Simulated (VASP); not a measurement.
BN, 2 atoms in the cell. The typed cell holds 2 atoms: a = 2.508 Å, b = 2.508 Å, c = 3.274 Å, α = 101.11°, β = 101.11°, γ = 119.81°. 

| Quantity | Value |
| --- | --- |
| Program | VASP 6.6.1 |
| Task | single point |
| Functional | PBEsol |
| Potentials or basis | VASP PAW PBE potentials, release 64 (B, N) |
| Cutoff | 520 eV |
| k mesh | 6 × 6 × 4 |
| Occupations | gaussian, width 0.01 eV |
| Spin | no spin polarisation |
| Dipole correction | no |
| Further INCAR settings | ALGO = Normal; EDIFF = 1e-06; NBANDS = 11 |

Potentials or basis: VASP PAW PBE potentials, release 64 (B, N).

The run is started by

```console
$ cat potpaw_PBE.64/B/POTCAR potpaw_PBE.64/N/POTCAR > POTCAR
$ mpirun -np 1 vasp_std > vasp.out
```

Hardware: 1 thread of AMD EPYC 7R43 64-Core Processor (Zen 3), on a shared host.

Question: Estimate the wall time of this run.

Answer: It took 16 s on 1 thread of AMD EPYC 7R43 64-Core Processor (Zen 3), with other jobs on the host, peak memory 0.09 GiB. Counts: scf iterations 13, k points 76.
